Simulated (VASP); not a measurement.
Wanted: the native input for a VASP 6.6.1 run.

* Task: single point
* Functional: PBE
* Potentials or basis: VASP PAW PBE potentials, release 64 (Si, O)
* Cutoff: 520 eV
* k mesh: 6 × 6 × 9
* Occupations: gaussian, width 0.01 eV
* Spin: no spin polarisation
* Dipole correction: no
* Further INCAR settings: ALGO = Normal; EDIFF = 1e-07; NBANDS = 25

The structure of SiO2 lies in POSCAR:

```
SiO2
1.0
    4.2360479125      0.0000000000      0.0000000000
    0.0000000000      4.2360479125      0.0000000000
    0.0000000000      0.0000000000      2.6905121016
Si O
2 4
Direct
    0.0000000000      0.0000000000      0.0000000000
    0.5000000000      0.5000000000      0.5000000000
    0.3069703941      0.3069703941      0.0000000000
    0.6930296059      0.6930296059      0.0000000000
    0.1930296059      0.8069703941      0.5000000000
    0.8069703941      0.1930296059      0.5000000000
```

One way to write it, as run:

INCAR

```
  PREC = Accurate
  ENCUT = 520
  EDIFF = 1E-7
  ISMEAR = 0
  SIGMA = 0.01
  LREAL = False
  LASPH = True
  NELM = 80
  ALGO = Normal
  ISIF = 2
  LWAVE = False
  LCHARG = False
  GGA = PE
  NBANDS = 25
```

KPOINTS

```
Automatic mesh
0
Gamma
  6 6 9
```

Potentials or basis: VASP PAW PBE potentials, release 64 (Si, O).

Launch:

```console
$ cat potpaw_PBE.64/Si/POTCAR potpaw_PBE.64/O/POTCAR > POTCAR
$ mpirun -np 1 vasp_std > vasp.out
```

It gave:

| Quantity | Value |
| --- | --- |
| Pressure | 0.1 GPa |
| Largest force | 0.016 eV/Å |
| Band gap on the k mesh | 5.02 eV |

Caveat: an odd mesh through Γ misses points on the zone boundary, where band edges can lie.

Wall time 68 s on 1 thread of AMD EPYC 7R43 64-Core Processor (Zen 3), on a shared host, peak memory 0.14 GiB.
